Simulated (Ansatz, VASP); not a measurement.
One calculation of Ti3Ag, two programs

File INCAR:

```
SYSTEM = Ti3Ag
PREC = Accurate
ENCUT = 520
EDIFF = 1E-6
ISMEAR = -1
SIGMA = 0.08
LREAL = .False.
LASPH = .True.
NELM = 80
ALGO = Normal
ISIF = 2
LWAVE = .False.
LCHARG = .False.
NBANDS = 32
```

Contents of KPOINTS:

```
regular mesh
0
Gamma
  9 9 9
  0 0 0
```

POSCAR

```
Ti3Ag
1.0
    4.1870000000      0.0000000000      0.0000000000
    0.0000000000      4.1870000000      0.0000000000
    0.0000000000      0.0000000000      3.9895000000
Ti Ag
3 1
Direct
    0.0000000000      0.5000000000      0.5000000000
    0.5000000000      0.0000000000      0.5000000000
    0.5000000000      0.5000000000      0.0000000000
    0.0000000000      0.0000000000      0.0000000000
```

Input for Ansatz:

```yaml
crystal:
  lattice:
    - [4.187, 0.0, 0.0]
    - [0.0, 4.187, 0.0]
    - [0.0, 0.0, 3.9895]
  atoms:
    - { symbol: Ti, position: [0.0, 0.5, 0.5] }
    - { symbol: Ti, position: [0.5, 0.0, 0.5] }
    - { symbol: Ti, position: [0.5, 0.5, 0.0] }
    - { symbol: Ag, position: [0.0, 0.0, 0.0] }
kpoints:
  mp_grid: { grid: [9, 9, 9] }
  band_path:
    path:
      - [0.0, 0.0, 0.0]
      - [0.0, 0.5, 0.0]
      - [0.5, 0.5, 0.0]
      - [0.0, 0.0, 0.0]
      - [0.0, 0.0, 0.5]
      - [0.0, 0.5, 0.5]
      - [0.5, 0.5, 0.5]
      - [0.0, 0.0, 0.5]
      - [0.0, 0.5, 0.0]
    npoints: 5
scf:
  occupations: { method: fermi_dirac, width: 0.08 }
hamiltonian:
  xc: lda
  pseudopotentials: { kind: all_electron, lapw: { basis_error: 0.0005 } }
output:
  forces: true
  stress: true
  eigenvalues: true
```

Change from the starting cell: zz strain of +1 %.

Alike in both runs: task single point; functional LDA; k mesh 9 × 9 × 9; occupations fermi-dirac, width 0.08 eV; no spin polarisation.

|  | VASP | Ansatz |
| --- | --- | --- |
| version | VASP 6.6.1 | Ansatz 0.2.0 |
| potentials or method | VASP PAW LDA potentials, release 64 (Ti_sv, Ag), cutoff 520 eV | all-electron LAPW, scalar-relativistic |

Ansatz gave:

```
pressure (GPa)                                                : -10.8
traceless stress, the component that is largest in VASP (GPa) : 1.22
```

Task: Estimate VASP's values.

Result: Pressure (GPa): -10.7; traceless stress, the component that is largest in VASP (GPa): 1.21.

LDA's correlation is that of Perdew and Zunger in VASP and of Perdew and Wang (1992) in Ansatz. Ansatz ran all-electron here, and VASP with PAW potentials.
